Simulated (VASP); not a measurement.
# GaN (F-43m) in VASP: a series of runs

The runs below take GaN through single point, relaxation of cell and atoms, with PBEsol.

Everything below comes from runs of VASP 6.6.1. Logs are shortened: lines on timing, memory, paths and dates and some standing lists are left out, and cuts for length are marked.

**1. The cell of the first run**

The structure is cubic, space group F-43m (No. 216). The conventional cell has a = 4.236 Å, b = 4.236 Å, c = 4.236 Å, α = 90.00°, β = 90.00°, γ = 90.00°. Within 2.4 Å of Ga (site symmetry -43m) lie 4 N at 1.83 Å. Within 2.4 Å of N (site symmetry -43m) lie 4 Ga at 1.83 Å.

**2. Single point, PBEsol**

The input, INCAR:

```
PREC = Accurate ; ENCUT = 600
EDIFF = 1E-6 ; ISMEAR = -5
SIGMA = 0.05 ; LREAL = F
LASPH = T ; NELM = 120
ALGO = Normal ; ISIF = 2
LWAVE = F ; LCHARG = F
GGA = PS ; NBANDS = 16
GGA_COMPAT = F
```

The input, KPOINTS:

```
regular mesh
0
Gamma
  10 10 10
```

The input, POSCAR:

```
GaN
1.0
    0.0000000000      2.1181516398      2.1181516398
    2.1181516398      0.0000000000      2.1181516398
    2.1181516398      2.1181516398      0.0000000000
Ga N
1 1
Direct
    0.0000000000      0.0000000000      0.0000000000
    0.7500000000      0.7500000000      0.7500000000
```

Potentials or basis: VASP PAW PBE potentials, release 64 (Ga_d, N).

Started as:

```sh
$ cat potpaw_PBE.64/Ga_d/POTCAR potpaw_PBE.64/N/POTCAR > POTCAR
$ mpirun -np 1 vasp_std > vasp.out
```

OUTCAR:

```text
PREC = Accurate
   ENCUT = 600
   EDIFF = 1E-6
   ISMEAR = -5
   LREAL = F
   LASPH = T
   NELM = 120
   ISIF = 2
   GGA = PS

 ion  position               nearest neighbor table
   1  0.000  0.000  0.000-   2 1.83   2 1.83   2 1.83   2 1.83
   2  0.750  0.750  0.750-   1 1.83   1 1.83   1 1.83   1 1.83

  LATTYP: Found a face centered cubic cell.
 ALAT       =     4.2363032796

  Lattice vectors:

 A1 = (   0.0000000000,   2.1181516398,   2.1181516398)
 A2 = (   2.1181516398,   0.0000000000,   2.1181516398)
 A3 = (   2.1181516398,   2.1181516398,   0.0000000000)

Analysis of symmetry for initial positions (statically):
=====================================================================
 Subroutine PRICEL returns:
 Original cell was already a primitive cell.

 Routine SETGRP: Setting up the symmetry group for a
 face centered cubic supercell.

 Subroutine GETGRP returns: Found 24 space group operations
 (whereof 24 operations were pure point group operations)
 out of a pool of 48 trial point group operations.

The static configuration has the point symmetry T_d .

Analysis of symmetry for dynamics (positions and initial velocities):
=====================================================================
 Subroutine PRICEL returns:
 Original cell was already a primitive cell.

 Routine SETGRP: Setting up the symmetry group for a
 face centered cubic supercell.

 Subroutine GETGRP returns: Found 24 space group operations
 (whereof 24 operations were pure point group operations)
 out of a pool of 48 trial point group operations.

The dynamic configuration has the point symmetry T_d .

 Subroutine INISYM returns: Found 24 space group operations
 (whereof 24 operations are pure point group operations),
 and found     1 'primitive' translations

----------------------------------------------------------------------------------------

                                     Primitive cell

  volume of cell :      19.0065

  direct lattice vectors                    reciprocal lattice vectors
     0.000000000  2.118151640  2.118151640    -0.236054865  0.236054865  0.236054865
     2.118151640  0.000000000  2.118151640     0.236054865 -0.236054865  0.236054865
     2.118151640  2.118151640  0.000000000     0.236054865  0.236054865 -0.236054865

  length of vectors
     2.995518776  2.995518776  2.995518776     0.408859020  0.408859020  0.408859020

  position of ions in fractional coordinates (direct lattice)
     0.000000000  0.000000000  0.000000000
     0.750000000  0.750000000  0.750000000

  ion indices of the primitive-cell ions
   primitive index   ion index
                 1           1
                 2           2

----------------------------------------------------------------------------------------

 KPOINTS: regular mesh

Automatic generation of k-mesh.
 Grid dimensions read from file:
 generate k-points for:   10   10   10

 Generating k-lattice:

  Cartesian coordinates                     Fractional coordinates (reciprocal lattice)
    -0.023605487  0.023605487  0.023605487     0.100000000  0.000000000  0.000000000
     0.023605487 -0.023605487  0.023605487     0.000000000  0.100000000  0.000000000
     0.023605487  0.023605487 -0.023605487     0.000000000  0.000000000  0.100000000

  Length of vectors
     0.040885902  0.040885902  0.040885902

  Shift w.r.t. Gamma in fractional coordinates (k-lattice)
     0.000000000  0.000000000  0.000000000

 TETIRR: Found    148 inequivalent tetrahedra from     6000

 Subroutine IBZKPT returns following result:
 ===========================================

 Found     47 irreducible k-points:

 Following reciprocal coordinates:
            Coordinates               Weight
  0.000000  0.000000  0.000000      1.000000
  0.100000  0.000000  0.000000      8.000000
  0.200000  0.000000  0.000000      8.000000
  0.300000  0.000000  0.000000      8.000000
  0.400000  0.000000  0.000000      8.000000
  0.500000  0.000000  0.000000      4.000000
[... 16 lines left out ...]
  0.300000  0.300000  0.000000      6.000000
  0.400000  0.300000  0.000000     24.000000
 [... further k-points ...]
   k-points           NKPTS =     47   k-points in BZ     NKDIM =     47   number of bands    NBANDS=     16
   number of dos      NEDOS =    301   number of ions     NIONS =      2
   total plane-waves  NPLWV =  13824
   dimension x,y,z NGX =    24 NGY =   24 NGZ =   24
   dimension x,y,z NGXF=    48 NGYF=   48 NGZF=   48
   ions per type =               1   1
   NGX,Y,Z   is equivalent  to a cutoff of  13.32, 13.32, 13.32 a.u.
   NGXF,Y,Z  is equivalent  to a cutoff of  26.64, 26.64, 26.64 a.u.
 SYSTEM =  unknown system
   PREC   = accura    normal or accurate (medium, high low for compatibility)
   ISTART =      0    job   : 0-new  1-cont  2-samecut
   ICHARG =      2    charge: 1-file 2-atom 10-const
   ISPIN  =      1    spin polarized calculation?
   LNONCOLLINEAR =      F non collinear calculations
   LSORBIT =      F    spin-orbit coupling
   LASPH  =      T    aspherical Exc in radial PAW
   ENCUT  =  600.0 eV  44.10 Ry    6.64 a.u.   5.98  5.98  5.98*2*pi/ulx,y,z
   NELM   =    120;   NELMIN=  2; NELMDL= -5     # of ELM steps
   EDIFF  = 0.1E-05   stopping-criterion for ELM
   LREAL  =      F    real-space projection
   EDIFFG = 0.1E-04   stopping-criterion for IOM
   NSW    =      0    number of steps for IOM
   IBRION =     -1    ionic relax: 0-MD 1-quasi-New 2-CG
   NFREE  =      0    steps in history (QN), initial steepest desc. (CG)
   ISIF   =      2    stress and relaxation
   ISYM   =      2    0-nonsym 1-usesym 2-fastsym
   POTIM  = 0.5000    time-step for ionic-motion
   TEBEG  =    0.0;   TEEND  =   0.0 temperature during run
   PSTRESS=    0.0 pullay stress
   NELECT =      18.0000    total number of electrons
   NUPDOWN=      -1.0000    fix difference up-down
   EMIN   =  10.00;   EMAX   =-10.00  energy-range for DOS
   EFERMI =   0.00;   METHOD = LEGACY
   ISMEAR =    -5;   SIGMA  =   0.05  broadening in eV -4-tet -1-fermi 0-gaus
   EFERMI_NEDOS =   21; number of points for ismear=-14 and -15
   IALGO  =     38    algorithm
   IMIX   =      4    mixing-type and parameters
     AMIX     =   0.40;   BMIX     =  1.00
     AMIX_MAG =   1.60;   BMIX_MAG =  1.00
  volume/ion in A,a.u.               =       9.50        64.13
[... 37 lines left out ...]
      3      -6.3448      2.00000
      4      -6.3448      2.00000
      5      -5.7758      2.00000
      6      -5.7758      2.00000
[... 8 lines left out ...]
     15      27.5279      0.00000
     16      27.5279      0.00000

 k-point     2 :       0.1000    0.0000    0.0000
  band No.  band energies     occupation
      1     -10.1747      2.00000
      2      -6.3217      2.00000
      3      -6.3217      2.00000
      4      -6.3201      2.00000
      5      -5.7787      2.00000
      6      -5.7787      2.00000
[... 8 lines left out ...]
     15      26.1234      0.00000
     16      26.2076      0.00000

 k-point     3 :       0.2000    0.0000    0.0000
  band No.  band energies     occupation
      1      -9.7633      2.00000
      2      -6.2679      2.00000
      3      -6.2679      2.00000
      4      -6.1934      2.00000
      5      -5.7782      2.00000
      6      -5.7782      2.00000
[... 8 lines left out ...]
     15      25.3050      0.00000
     16      25.3050      0.00000

 k-point     4 :       0.3000    0.0000    0.0000
  band No.  band energies     occupation
      1      -9.2602      2.00000
      2      -6.2197      2.00000
      3      -6.2197      2.00000
      4      -5.8122      2.00000
      5      -5.7561      2.00000
      6      -5.7561      2.00000
[... 8 lines left out ...]
     15      26.0501      0.00000
     16      26.0501      0.00000

 k-point     5 :       0.4000    0.0000    0.0000
  band No.  band energies     occupation
      1      -8.8974      2.00000
      2      -6.1988      2.00000
      3      -6.1988      2.00000
      4      -5.7176      2.00000
      5      -5.7176      2.00000
      6      -5.0635      2.00000
[... 8 lines left out ...]
     15      27.9108      0.00000
     16      27.9108      0.00000

 k-point     6 :       0.5000    0.0000    0.0000
  band No.  band energies     occupation
      1      -8.7785      2.00000
      2      -6.1950      2.00000
      3      -6.1950      2.00000
      4      -5.6981      2.00000
      5      -5.6981      2.00000
      6      -4.4833      2.00000
[... 8 lines left out ...]
     15      29.3029      0.00000
     16      29.3029      0.00000

 k-point     7 :       0.1000    0.1000    0.0000
  band No.  band energies     occupation
      1     -10.1236      2.00000
      2      -6.3362      2.00000
      3      -6.3019      2.00000
      4      -6.3019      2.00000
      5      -5.7959      2.00000
      6      -5.7636      2.00000
[... 8 lines left out ...]
     15      28.3519      0.00000
     16      28.3519      0.00000

 k-point     8 :       0.2000    0.1000    0.0000
  band No.  band energies     occupation
      1      -9.7983      2.00000
      2      -6.2952      2.00000
      3      -6.2465      2.00000
      4      -6.2224      2.00000
      5      -5.8055      2.00000
      6      -5.7518      2.00000
[... 8 lines left out ...]
     15      27.5014      0.00000
     16      27.5417      0.00000

 k-point     9 :       0.3000    0.1000    0.0000
  band No.  band energies     occupation
      1      -9.3256      2.00000
      2      -6.2337      2.00000
      3      -6.1909      2.00000
      4      -6.0001      2.00000
      5      -5.7385      2.00000
      6      -5.7314      2.00000
[... 8 lines left out ...]
     15      26.6302      0.00000
     16      27.6519      0.00000
[... 172 lines left out ...]
 k-point    19 :       0.5000    0.2000    0.0000
  band No.  band energies     occupation
      1      -8.6447      2.00000
      2      -6.1863      2.00000
      3      -6.0617      2.00000
      4      -5.8772      2.00000
      5      -5.6913      2.00000
      6      -4.4156      2.00000
[... 8 lines left out ...]
     15      29.6130      0.00000
     16      30.3409      0.00000

 k-point    20 :      -0.4000    0.2000    0.0000
  band No.  band energies     occupation
      1      -8.6252      2.00000
      2      -6.1891      2.00000
      3      -6.0722      2.00000
      4      -5.8185      2.00000
      5      -5.7341      2.00000
      6      -4.2034      2.00000
[... 8 lines left out ...]
     15      27.8708      0.00000
     16      29.6837      0.00000

 k-point    21 :      -0.3000    0.2000    0.0000
  band No.  band energies     occupation
      1      -8.7776      2.00000
      2      -6.1874      2.00000
      3      -6.1034      2.00000
      4      -5.8248      2.00000
      5      -5.7925      2.00000
      6      -4.8892      2.00000
[... 8 lines left out ...]
     15      26.7887      0.00000
     16      30.1481      0.00000

 k-point    22 :      -0.2000    0.2000    0.0000
  band No.  band energies     occupation
      1      -9.1012      2.00000
      2      -6.1993      2.00000
      3      -6.1663      2.00000
      4      -5.9105      2.00000
      5      -5.8191      2.00000
      6      -5.4959      2.00000
[... 8 lines left out ...]
     15      26.6839      0.00000
     16      30.1032      0.00000

 k-point    23 :       0.3000    0.3000    0.0000
  band No.  band energies     occupation
      1      -8.9455      2.00000
      2      -6.2147      2.00000
      3      -6.0197      2.00000
      4      -6.0197      2.00000
      5      -5.6915      2.00000
      6      -5.5471      2.00000
[... 8 lines left out ...]
     15      31.2114      0.00000
     16      32.9176      0.00000

 k-point    24 :       0.4000    0.3000    0.0000
  band No.  band energies     occupation
      1      -8.6886      2.00000
      2      -6.2068      2.00000
      3      -5.9631      2.00000
      4      -5.9572      2.00000
      5      -5.6746      2.00000
      6      -5.0681      2.00000
[... 8 lines left out ...]
     15      31.8063      0.00000
     16      32.6838      0.00000

 [... further k-points ...]

------------------------ aborting loop because EDIFF is reached ----------------------------------------

  FORCE on cell =-STRESS in cart. coord.  units (eV):
  Direction    XX          YY          ZZ          XY          YZ          ZX
  --------------------------------------------------------------------------------------
  -------------------------------------------------------------------------------------
  Total        5.8384696      5.8384696      5.8384696      0.0000000     -0.0000000      0.0000000
  in kB      492.1624412    492.1624412    492.1624412      0.0000000     -0.0000000      0.0000000
  external PRESSURE =     492.1624412 kB  Pullay stress =       0.0000000 kB

 VOLUME and BASIS-vectors are now :
 -----------------------------------------------------------------------------
  energy-cutoff  :      600.00
  volume of cell :       19.01
      direct lattice vectors                 reciprocal lattice vectors
     0.000000000  2.118151640  2.118151640    -0.236054865  0.236054865  0.236054865
     2.118151640  0.000000000  2.118151640     0.236054865 -0.236054865  0.236054865
     2.118151640  2.118151640  0.000000000     0.236054865  0.236054865 -0.236054865

 POSITION                                       TOTAL-FORCE (eV/Angst)
 -----------------------------------------------------------------------------------
      0.00000      0.00000      0.00000         0.000000      0.000000      0.000000
      3.17723      3.17723      3.17723        -0.000000     -0.000000     -0.000000
 -----------------------------------------------------------------------------------
    total drift:                               -0.000003     -0.000003     -0.000003

  FREE ENERGIE OF THE ION-ELECTRON SYSTEM (eV)
  ---------------------------------------------------
  free  energy   TOTEN  =       -12.6311045470 eV

  energy  without entropy=      -12.6311045470  energy(sigma->0) =      -12.63110455
```

Run time: 15 s. Hardware: 1 thread of Intel Xeon 8259CL, shared host; peak memory 0.15 GiB.

Results:

| Quantity | Value |
| --- | --- |
| Free energy | -12.6311 eV |
| Pressure | 49.2 GPa |
| Band gap on the k mesh | 2.86 eV |

Caveat: the cell stands under pressure; the PAW data sets were made with another functional, which shifts forces and pressure a little. A k mesh can miss the band edges.

**3. Single point, PBEsol**

This run uses another cell than the first one, of 11.15 Å³/atom.

The input, INCAR:

```
  ALGO = Normal
  EDIFF = 1E-6
  ENCUT = 600
  GGA = PS
  GGA_COMPAT = False
  ISIF = 2
  ISMEAR = 0
  LASPH = True
  LCHARG = False
  LREAL = False
  LWAVE = False
  NBANDS = 16
  NELM = 120
  PREC = Accurate
  SIGMA = 0.01
```

The input, KPOINTS:

```
k-points
0
Gamma
  10 10 10
```

The input, POSCAR:

```
GaN
1.0
    0.0000000000      2.2338659892      2.2338659892
    2.2338659892      0.0000000000      2.2338659892
    2.2338659892      2.2338659892      0.0000000000
Ga N
1 1
Direct
    0.0000000000      0.0000000000      0.0000000000
    0.7500000000      0.7500000000      0.7500000000
```

Potentials or basis: VASP PAW PBE potentials, release 64 (Ga_d, N).

Started as:

```sh
$ cat potpaw_PBE.64/Ga_d/POTCAR potpaw_PBE.64/N/POTCAR > POTCAR
$ mpirun -np 1 vasp_std > vasp.out
```

It took 11 s on 1 thread of Intel Xeon 6975P-C (Granite Rapids), shared host; peak memory 0.16 GiB.

The run converged. Its results:

```yaml
Free_energy: -13.1191 eV
Pressure: 3.6 GPa
Band_gap_on_the_k_mesh: 1.85 eV
```

Levels at points of the mesh, in eV from the valence-band top:
```tsv
k point	band 5	band 6	band 7	band 8	band 9	band 10	band 11	band 12	band 13	band 14
(0.00, 0.00, 0.00)	-13.08	-13.08	0.00	0.00	0.00	1.85	10.37	10.37	10.37	17.73
(0.50, 0.00, 0.00)	-13.03	-11.83	-7.29	-1.01	-1.01	4.74	8.76	10.40	10.40	15.66
(0.50, 0.50, 0.00)	-12.99	-11.40	-6.29	-2.83	-2.83	3.23	6.71	11.77	14.16	14.16
```

Caveat: the cell stands under pressure; the PAW data sets were made with another functional, which shifts forces and pressure a little.

**4. Relaxation of cell and atoms, PBEsol, target pressure 4 GPa, at which the enthalpy is minimised**

This run uses another cell than the first one, of 11.38 Å³/atom.

The input, INCAR:

```
PREC     = Accurate       # precision mode
ENCUT    = 600            # plane-wave cutoff, eV
EDIFF    = 1E-7           # SCF threshold, eV
ISMEAR   = 0              # smearing method
SIGMA    = 0.01           # smearing width, eV
LREAL    = False          # projectors in reciprocal space
LASPH    = True           # aspherical terms in the spheres
NELM     = 120            # most SCF steps
ALGO     = Normal         # electronic algorithm
ISIF     = 3              # what is computed and relaxed
LWAVE    = False          # write WAVECAR
LCHARG   = False          # write CHGCAR
GGA      = PS             # functional
IBRION   = 2              # ionic algorithm
NSW      = 80             # ionic steps
EDIFFG   = -0.001         # ionic threshold
PSTRESS  = 40.0         
GGA_COMPAT= False        
NELMIN   = 4
```

The input, KPOINTS:

```
regular mesh
0
Gamma
  10 10 10
```

The input, POSCAR:

```
GaN
1.0
    0.0000000000      2.2490690271      2.2490690271
    2.2490690271      0.0000000000      2.2490690271
    2.2490690271      2.2490690271      0.0000000000
Ga N
1 1
Direct
    0.0000000000      0.0000000000      0.0000000000
    0.7500000000      0.7500000000      0.7500000000
```

Started as:

```sh
$ cat potpaw_PBE.64/Ga_d/POTCAR potpaw_PBE.64/N/POTCAR > POTCAR
$ mpirun -np 1 vasp_std > vasp.out
```

It took 38 s on 1 thread of Intel Xeon 6975P-C (Granite Rapids), shared host; peak memory 0.17 GiB.

It converged, with:

| Item | Value |
| --- | --- |
| Free energy | -13.1187 eV |
| Relaxed volume | 11.12 Å³/atom |
| Relaxed cell | a = 3.157 Å, b = 3.157 Å, c = 3.157 Å, α = 60.00°, β = 60.00°, γ = 60.00° |
| Space group after relaxing (to 0.1 Å) | F-43m (No. 216) |
| Energy change on relaxing (the run minimises the enthalpy) | +2.8 meV/atom |
| Ionic steps | 8 |
| Pressure after relaxing | 4.0 GPa |
| Band gap on the k mesh | 1.86 eV |

The path:
```csv
step,energy change (eV),largest force (eV/Å),pressure (GPa),volume (Å³)
1,0.0000,0.0000,-0.38,22.75
2,0.0258,0.0000,8.93,21.74
3,0.0055,0.0000,3.97,22.25
4,0.0057,0.0000,4.08,22.24
5,0.0053,0.0000,3.89,22.26
6,0.0055,0.0000,4.02,22.25
7,0.0055,0.0000,3.99,22.25
8,0.0055,0.0000,3.99,22.25
```

Final structure:
```xyz
2
Lattice="0.0000 2.2324 2.2324 2.2324 0.0000 2.2324 2.2324 2.2324 0.0000" Properties=species:S:1:pos:R:3 pbc="T T T"
Ga    0.0000    0.0000    0.0000
N     3.3485    3.3485    3.3485
```

Levels at points of the mesh, in eV from the valence-band top:
```
           k point  band 5  band 6  band 7  band 8  band 9  band 10  band 11  band 12  band 13
(0.00, 0.00, 0.00)  -13.08  -13.08    0.00    0.00    0.00     1.86    10.38    10.38    10.38
(0.50, 0.00, 0.00)  -13.03  -11.83   -7.30   -1.02   -1.02     4.76     8.77    10.41    10.41
(0.50, 0.50, 0.00)  -12.99  -11.40   -6.30   -2.84   -2.84     3.23     6.72    11.78    14.18
```

Caveat: the cell is relaxed towards a set pressure, so the run minimises the enthalpy, not the energy; the PAW data sets were made with another functional, which shifts forces and pressure a little.

**5. Overview**

| task | cell | smearing | gap on the mesh (eV) | pressure (GPa) |
| --- | --- | --- | --- | --- |
| single point | a = 2.996 Å, angles 60.0°, 2 atoms | tetrahedron | 2.86 | 49.2 |
| single point | a = 3.159 Å, angles 60.0°, 2 atoms | gaussian 0.01 eV | 1.85 | 3.6 |
| relaxation of cell and atoms | relaxed to 4 GPa from a = 3.181 Å, angles 60.0°, 2 atoms | gaussian 0.01 eV | 1.86 | 4.0 |

Alike in all rows: level PBEsol; potentials or basis VASP PAW PBE potentials, release 64 (Ga_d, N); no spin polarisation; k mesh 10 × 10 × 10; cutoff (eV) 600.

Caveats: the PAW data sets were made with another functional, which shifts forces and pressure a little; the cell stands under pressure (at least some runs); the cell is relaxed towards a set pressure, so the run minimises the enthalpy, not the energy (at least some runs).

Absolute energies hang on the potentials; compare differences alone.
